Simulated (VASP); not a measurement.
## Sc2I: single point with PBE

The system is Sc2I.

```
Sc I
1.0
     0.00000    4.41472    4.41472
     4.41472    0.00000    4.41472
     4.41472    4.41472    0.00000
Sc I
4 2
Direct
  0.62500 0.62500 0.62500
  0.12500 0.62500 0.62500
  0.62500 0.62500 0.12500
  0.62500 0.12500 0.62500
  0.00000 0.00000 0.00000
  0.25000 0.25000 0.25000
```

```
Program                : VASP 6.6.1
Task                   : single point
Functional             : PBE
Potentials or basis    : VASP PAW PBE potentials, release 64 (Sc_sv, I)
Cutoff                 : 520 eV
k mesh                 : 8 × 8 × 8
Occupations            : gaussian, width 0.1 eV
Spin                   : no spin polarisation
Dipole correction      : no
Further INCAR settings : ALGO = Normal; EDIFF = 1e-07; NBANDS = 38
```

The pressure is 0.0 GPa and the band gap on the k mesh is zero (bands 29 and 30 overlap by 0.25 eV).

Levels at points of the mesh, in eV from the Fermi level:
```
           k point  band 27  band 28  band 29  band 30  band 31  band 32
(0.00, 0.00, 0.00)    -1.27    -1.27    -0.54    -0.04    -0.04     1.12
(0.50, 0.00, 0.00)    -0.82    -0.82    -0.47     0.26     0.43     0.43
(0.50, 0.50, 0.00)    -0.10    -0.10     0.20     0.20     0.32     0.32
```

Run time: 93 s on 1 thread of Intel(R) Xeon(R) 6975P-C (Granite Rapids) (shared host), peak memory 0.39 GiB.

Caveat: spin-orbit coupling is left out, which moves the levels of the heavy elements.
